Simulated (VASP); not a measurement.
# ScGa3P2 (P6/mmm) in VASP: notebook, part 2 of 2

VASP 6.6.1. Earlier steps stand in the parts before.

## (4) Single point, PBE

This run uses another cell than the first one, of 18.19 Å³/atom.

Contents of INCAR:

```
SYSTEM = ScGa3P2
  ALGO = Normal
  EDIFF = 1E-7
  ENCUT = 520
  GGA = PE
  ISIF = 2
  ISMEAR = 0
  LASPH = .True.
  LCHARG = .False.
  LREAL = .False.
  LWAVE = .False.
  NBANDS = 39
  NELM = 80
  PREC = Accurate
  SIGMA = 0.1
```

Contents of KPOINTS:

```
k-points
0
Gamma
  6 6 4
  0 0 0
```

Contents of POSCAR:

```
ScGa3P2
1.0
    5.1556668955      0.0000000000      0.0000000000
   -2.5778334478      4.4649385050      0.0000000000
    0.0000000000      0.0000000000      4.7419330550
Sc Ga P
1 3 2
Direct
    0.0000000000      0.0000000000      0.0000000000
    0.5000000000      0.0000000000      0.5000000000
    0.0000000000      0.5000000000      0.5000000000
    0.5000000000      0.5000000000      0.5000000000
    0.6666666667      0.3333333333      0.0000000000
    0.3333333333      0.6666666667      0.0000000000
```

Potentials or basis: VASP PAW PBE potentials, release 64 (Sc_sv, Ga_d, P).

Command:

```
cat potpaw_PBE.64/Sc_sv/POTCAR potpaw_PBE.64/Ga_d/POTCAR potpaw_PBE.64/P/POTCAR > POTCAR
mpirun -np 1 vasp_std > vasp.out
```

OUTCAR:

```text
SYSTEM = ScGa3P2
   EDIFF = 1E-7
   ENCUT = 520
   GGA = PE
   ISIF = 2
   ISMEAR = 0
   LASPH = .True.
   LREAL = .False.
   NELM = 80
   PREC = Accurate

 ion  position               nearest neighbor table
   1  0.000  0.000  0.000-   5 2.98   6 2.98   5 2.98   6 2.98   5 2.98   6 2.98
   2  0.500  0.000  0.500-   3 2.58   3 2.58   4 2.58   4 2.58   5 2.80   6 2.80   5 2.80   6 2.80

   3  0.000  0.500  0.500-   4 2.58   4 2.58   2 2.58   2 2.58   5 2.80   6 2.80   5 2.80   6 2.80

   4  0.500  0.500  0.500-   3 2.58   3 2.58   2 2.58   2 2.58   5 2.80   6 2.80   5 2.80   6 2.80
[... 1089 lines left out ...]
  -------------------------------------------------------------------------------------
  Total        0.0683138      0.0683138      0.1808986     -0.0000000     -0.0000000     -0.0000000
  in kB        1.0026817      1.0026817      2.6551556     -0.0000000     -0.0000000     -0.0000000
  external PRESSURE =       1.5535063 kB  Pullay stress =       0.0000000 kB

 VOLUME and BASIS-vectors are now :
 -----------------------------------------------------------------------------
  energy-cutoff  :      520.00
  volume of cell :      109.16
      direct lattice vectors                 reciprocal lattice vectors
     5.155666895  0.000000000  0.000000000     0.193961328  0.111983625  0.000000000
    -2.577833448  4.464938505  0.000000000     0.000000000  0.223967250  0.000000000
     0.000000000  0.000000000  4.741933055     0.000000000  0.000000000  0.210884462

 POSITION                                       TOTAL-FORCE (eV/Angst)
 -----------------------------------------------------------------------------------
      0.00000      0.00000      0.00000         0.000000      0.000000     -0.000000
      2.57783      0.00000      2.37097         0.000000      0.000000     -0.000000
     -1.28892      2.23247      2.37097         0.000000      0.000000     -0.000000
      1.28892      2.23247      2.37097         0.000000      0.000000     -0.000000
      2.57783      1.48831      0.00000         0.000000      0.000000      0.000000
     -0.00000      2.97663      0.00000        -0.000000     -0.000000     -0.000000
 -----------------------------------------------------------------------------------
    total drift:                               -0.000000      0.000000     -0.000000

  FREE ENERGIE OF THE ION-ELECTRON SYSTEM (eV)
  ---------------------------------------------------
  free  energy   TOTEN  =       -25.8620041864 eV

  energy  without entropy=      -25.8412875734  energy(sigma->0) =      -25.85164588
```

Run time: 2.2 min. Hardware: 1 thread of Oxide Virtual Turin-like, shared host; peak memory 0.24 GiB.

Results:

```yaml
Free_energy: -25.8620 eV
Pressure: 0.2 GPa
Band_gap_on_the_k_mesh: zero (bands 30 and 31 overlap by 2.14 eV)
```

## (5) Relaxation of cell and atoms, PBE

This run uses another cell than the first one, of 18.18 Å³/atom.

Contents of INCAR:

```
SYSTEM = ScGa3P2
PREC = Accurate
ENCUT = 600
EDIFF = 1E-7
ISMEAR = 0
SIGMA = 0.1
LREAL = .False.
LASPH = .True.
NELM = 80
ALGO = Normal
ISIF = 3
LWAVE = .False.
LCHARG = .False.
GGA = PE
IBRION = 2
NSW = 90
EDIFFG = -0.04
```

Contents of KPOINTS:

```
Automatic mesh
0
Gamma
  3 3 6
  0 0 0
```

Contents of POSCAR:

```
ScGa3P2
1.0
    6.0152657800      0.0000000000      0.0000000000
   -3.0076328900      5.2093729700      0.0000000000
    0.0000000000      0.0000000000      3.4815933000
Sc Ga P
1 3 2
Direct
    0.0000000000      0.0000000000      0.0000000000
    0.5000000000      0.0000000000      0.5000000000
    0.0000000000      0.5000000000      0.5000000000
    0.5000000000      0.5000000000      0.5000000000
    0.6666666700      0.3333333300      0.0000000000
    0.3333333300      0.6666666700      0.0000000000
```

Command:

```
cat potpaw_PBE.64/Sc_sv/POTCAR potpaw_PBE.64/Ga_d/POTCAR potpaw_PBE.64/P/POTCAR > POTCAR
mpirun -np 1 vasp_std > vasp.out
```

It took 24 min on 1 thread of Oxide Virtual Turin-like, shared host; peak memory 0.25 GiB.

It converged, with:

* Free energy: -26.1118 eV
* Relaxed volume: 17.98 Å³/atom
* Relaxed cell: a = 5.147 Å, b = 5.147 Å, c = 4.701 Å, α = 90.00°, β = 90.00°, γ = 120.00°
* Space group after relaxing (to 0.1 Å): P6/mmm (No. 191)
* Energy gained by relaxing: 219.6 meV/atom
* Ionic steps: 18
* Pressure after relaxing: 0.3 GPa
* Band gap on the k mesh: zero (bands 30 and 31 overlap by 2.16 eV)

The path:
```tsv
step	energy change (eV)	largest force (eV/Å)	pressure (GPa)	volume (Å³)
1	0.0000	0.0000	5.90	109.10
2	-0.2151	0.0000	-1.55	119.96
3	-0.2177	0.0000	-0.84	118.75
4	-0.2572	0.0000	-0.71	117.84
5	-0.4325	0.0000	0.10	114.92
6	-0.8114	0.0000	1.69	108.17
7	-0.1923	0.0000	20.26	91.83
8	-0.8508	0.0000	2.53	106.00
9	-1.1114	0.0000	7.15	99.20
10	-1.0385	0.0000	9.26	97.52
11	-1.1008	0.0000	7.67	98.73
12	-1.2506	0.0000	3.65	102.90
13	-1.3037	0.0000	-1.09	109.49
14	-1.3082	0.0000	-0.26	108.12
15	-1.3082	0.0000	-0.14	107.92
16	-1.3126	0.0000	-0.03	107.91
17	-1.3176	0.0000	0.37	107.85
18	-1.3177	0.0000	0.33	107.86
```

Final structure:
```yaml
crystal:
  lattice:
    - [5.14743, 0.00000, 0.00000]
    - [-2.57371, 4.45780, 0.00000]
    - [0.00000, 0.00000, 4.70060]
  atoms:
    - { symbol: Sc, position: [0.00000, 0.00000, 0.00000] }
    - { symbol: Ga, position: [0.50000, 0.00000, 0.50000] }
    - { symbol: Ga, position: [0.00000, 0.50000, 0.50000] }
    - { symbol: Ga, position: [0.50000, 0.50000, 0.50000] }
    - { symbol: P, position: [0.66667, 0.33333, 0.00000] }
    - { symbol: P, position: [0.33333, 0.66667, 0.00000] }
```

Levels at points of the mesh, in eV from the Fermi level:
| k point | band 26 | band 27 | band 28 | band 29 | band 30 | band 31 | band 32 | band 33 |
| --- | --- | --- | --- | --- | --- | --- | --- | --- |
| (0.00, 0.00, 0.00) | -2.74 | -2.74 | -2.00 | -1.08 | 0.32 | 0.32 | 0.44 | 0.88 |
| (0.00, 0.00, 0.50) | -2.83 | -2.83 | -2.01 | -2.01 | -0.89 | -0.89 | 0.63 | 0.68 |

Caveat: the k points lie up to 0.47 Å⁻¹ apart in the final cell, too coarse for converged energies and pressures of a metal; a cell axis changed by over 15 % at a fixed basis, so the end point is rough.

## (6) Relaxation of cell and atoms, PBE

Contents of INCAR:

```
PREC = Accurate ; ENCUT = 600
EDIFF = 1E-7 ; ISMEAR = 0
SIGMA = 0.1 ; LREAL = F
LASPH = T ; NELM = 80
ALGO = Fast ; ISIF = 3
LWAVE = F ; LCHARG = F
GGA = PE ; IBRION = 2
NSW = 90 ; EDIFFG = -0.04
```

Contents of KPOINTS:

```
Automatic mesh
0
Gamma
  6 6 4
```

Contents of POSCAR:

```
ScGa3P2
1.0
    5.1441286976      0.0000000000      0.0000000000
   -2.5720643488      4.4549461325      0.0000000000
    0.0000000000      0.0000000000      4.7174593892
Sc Ga P
1 3 2
Direct
    0.0000000000      0.0000000000      0.0000000000
    0.5000000000      0.0000000000      0.5000000000
    0.0000000000      0.5000000000      0.5000000000
    0.5000000000      0.5000000000      0.5000000000
    0.6666666667      0.3333333333      0.0000000000
    0.3333333333      0.6666666667      0.0000000000
```

Potentials or basis: VASP PAW PBE potentials, release 64 (Sc_sv, Ga_d, P).

Command:

```
cat potpaw_PBE.64/Sc_sv/POTCAR potpaw_PBE.64/Ga_d/POTCAR potpaw_PBE.64/P/POTCAR > POTCAR
mpirun -np 1 vasp_std > vasp.out
```

Wall time 8.7 min (1 thread of Oxide Virtual Turin-like, shared host); peak memory 0.28 GiB.

It converged, with:

- Free energy: -25.8615 eV
- Relaxed volume: 18.25 Å³/atom
- Relaxed cell: a = 5.165 Å, b = 5.165 Å, c = 4.740 Å, α = 90.00°, β = 90.00°, γ = 120.00°
- Space group after relaxing (to 0.1 Å): P6/mmm (No. 191)
- Energy gained by relaxing: 0.5 meV/atom
- Ionic steps: 2
- Pressure after relaxing: -0.1 GPa
- Band gap on the k mesh: zero (bands 30 and 31 overlap by 2.15 eV)

Stress tensor (GPa, compression positive):
```
-0.19  0.00  0.00
 0.00 -0.19  0.00
 0.00  0.00  0.13
```

The path:
```
step  energy change (eV)  largest force (eV/Å)  pressure (GPa)  volume (Å³)
   1              0.0000                0.0000            0.79       108.11
   2             -0.0031                0.0000           -0.09       109.50
```

Final structure:
```cif
data_structure
_symmetry_space_group_name_H-M 'P 1'
_symmetry_Int_Tables_number 1
_cell_length_a 5.1648
_cell_length_b 5.1648
_cell_length_c 4.7401
_cell_angle_alpha 90.000
_cell_angle_beta 90.000
_cell_angle_gamma 120.000
_cell_volume 109.50
loop_
_atom_site_label
_atom_site_type_symbol
_atom_site_fract_x
_atom_site_fract_y
_atom_site_fract_z
_atom_site_occupancy
Sc1 Sc 0.00000 0.00000 0.00000 1
Ga1 Ga 0.50000 0.00000 0.50000 1
Ga2 Ga 0.00000 0.50000 0.50000 1
Ga3 Ga 0.50000 0.50000 0.50000 1
P1 P 0.66667 0.33333 0.00000 1
P2 P 0.33333 0.66667 0.00000 1
```

Levels at points of the mesh, in eV from the Fermi level:
| k point | band 27 | band 28 | band 29 | band 30 | band 31 | band 32 | band 33 | band 34 |
| --- | --- | --- | --- | --- | --- | --- | --- | --- |
| (0.00, 0.00, 0.00) | -2.81 | -2.14 | -1.19 | 0.11 | 0.11 | 0.32 | 0.70 | 0.71 |
| (0.50, 0.00, 0.00) | -3.41 | -1.21 | -1.11 | -0.64 | -0.52 | -0.09 | 1.14 | 1.54 |
| (0.00, 0.00, 0.50) | -2.91 | -2.06 | -2.06 | -1.05 | -1.05 | 0.44 | 0.50 | 2.44 |
| (0.50, 0.00, 0.50) | -3.34 | -0.74 | -0.17 | 1.03 | 1.09 | 1.24 | 1.35 | 1.40 |

## (7) Single point, PBE

This run uses another cell than the first one, of the same volume but with other edges.

Contents of INCAR:

```
PREC = Accurate ; ENCUT = 520
EDIFF = 1E-6 ; ISMEAR = 0
SIGMA = 0.1 ; LREAL = False
LASPH = True ; NELM = 60
ALGO = Fast ; ISIF = 2
LWAVE = False ; LCHARG = False
GGA = PE ; NBANDS = 39
```

Contents of KPOINTS:

```
regular mesh
0
Gamma
  12 12 8
```

POSCAR: that of step 6 with these lines changed.

```diff
@@ -2,5 +2,5 @@
 1.0
-    5.1441286976      0.0000000000      0.0000000000
-   -2.5720643488      4.4549461325      0.0000000000
-    0.0000000000      0.0000000000      4.7174593892
+    5.2493969354      0.0000000000      0.0000000000
+   -2.6246984677      4.5461111006      0.0000000000
+    0.0000000000      0.0000000000      4.5364086486
 Sc Ga P
```

Command:

```
cat potpaw_PBE.64/Sc_sv/POTCAR potpaw_PBE.64/Ga_d/POTCAR potpaw_PBE.64/P/POTCAR > POTCAR
mpirun -np 1 vasp_std > vasp.out
```

Wall time 15 min (1 thread of Oxide Virtual Turin-like, shared host); peak memory 0.45 GiB.

The run converged. Its results:

```
Free energy            : -25.8846 eV
Pressure               : 0.1 GPa
Band gap on the k mesh : zero (bands 30 and 31 overlap by 2.49 eV)
```

Levels at points of the mesh, in eV from the Fermi level:
```
           k point  band 28  band 29  band 30  band 31  band 32  band 33
(0.00, 0.00, 0.00)    -1.64    -1.26     0.26     0.55     0.55     0.84
(0.50, 0.00, 0.00)    -1.26    -1.03    -0.87    -0.09     0.07     1.02
(0.00, 0.00, 0.50)    -2.10    -2.10    -1.12    -1.12     0.92     1.02
(0.50, 0.00, 0.50)    -0.75    -0.41     0.97     1.27     1.37     1.39
```

## (8) The runs side by side

| task | cell | k mesh | cutoff (eV) | gap on the mesh (eV) | pressure (GPa) | relaxed volume (Å³/atom) |
| --- | --- | --- | --- | --- | --- | --- |
| single point | a = 5.144, b = 5.144, c = 4.717 Å, angles 90.0, 90.0, 120.0°, 6 atoms | 3 × 3 × 6 | 520 | none | 0.3 | - |
| single point | a = 6.015, b = 6.015, c = 3.482 Å, angles 90.0, 90.0, 120.0°, 6 atoms | 3 × 3 × 6 | 520 | none | 5.9 | - |
| single point | a = 5.156, b = 5.156, c = 4.742 Å, angles 90.0, 90.0, 120.0°, 6 atoms | 6 × 6 × 4 | 520 | none | 0.2 | - |
| relaxation of cell and atoms | relaxed from a = 6.015, b = 6.015, c = 3.482 Å, angles 90.0, 90.0, 120.0°, 6 atoms | 3 × 3 × 6 | 600 | none | 0.3 | 17.98 |
| relaxation of cell and atoms | relaxed from a = 5.144, b = 5.144, c = 4.717 Å, angles 90.0, 90.0, 120.0°, 6 atoms | 6 × 6 × 4 | 600 | none | -0.1 | 18.25 |
| single point | a = 5.249, b = 5.249, c = 4.536 Å, angles 90.0, 90.0, 120.0°, 6 atoms | 12 × 12 × 8 | 520 | none | 0.1 | - |

Alike in all rows: level PBE; potentials or basis VASP PAW PBE potentials, release 64 (Sc_sv, Ga_d, P); no spin polarisation; smearing gaussian 0.1 eV.

Caveats: some runs use coarse meshes; a cell axis changed by over 15 % at a fixed basis, so the end point is rough (at least some runs).

Total energies depend on the potentials used, so only differences within one code and one set of settings carry meaning.
